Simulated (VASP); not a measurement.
A run of VASP 6.6.1:

The input INCAR:

```
SYSTEM = SiNi
  PREC = Accurate
  ENCUT = 520
  EDIFF = 1E-6
  ISMEAR = -1
  SIGMA = 0.08
  LREAL = .False.
  LASPH = .True.
  NELM = 80
  ALGO = Normal
  ISIF = 2
  LWAVE = .False.
  LCHARG = .True.
  GGA = CA
  LELF = .True.
  LVHAR = .True.
  NBANDS = 14
```

File KPOINTS:

```
regular mesh
0
Gamma
  16 16 16
  0 0 0
```

Contents of POSCAR:

```
SiNi
1.0
    0.0000000000      2.2245375381      2.2245375381
    2.2245375381      0.0000000000      2.2245375381
    2.2245375381      2.2245375381      0.0000000000
Ni Si
1 1
Direct
    0.0000000000      0.0000000000      0.0000000000
    0.5000000000      0.5000000000      0.5000000000
```

Potentials or basis: VASP PAW LDA potentials, release 64 (Ni, Si).

Launch:

```console
$ cat potpaw_LDA.64/Ni/POTCAR potpaw_LDA.64/Si/POTCAR > POTCAR
$ mpirun -np 1 vasp_std > vasp.out
```

Hardware: 1 thread of Intel Xeon 8259CL, on a shared host.

Question: Estimate the wall time of this run.

Answer: It took 47 s on 1 thread of Intel Xeon 8259CL, with other jobs on the host, peak memory 0.16 GiB. Counts: scf iterations 13, k points 145.
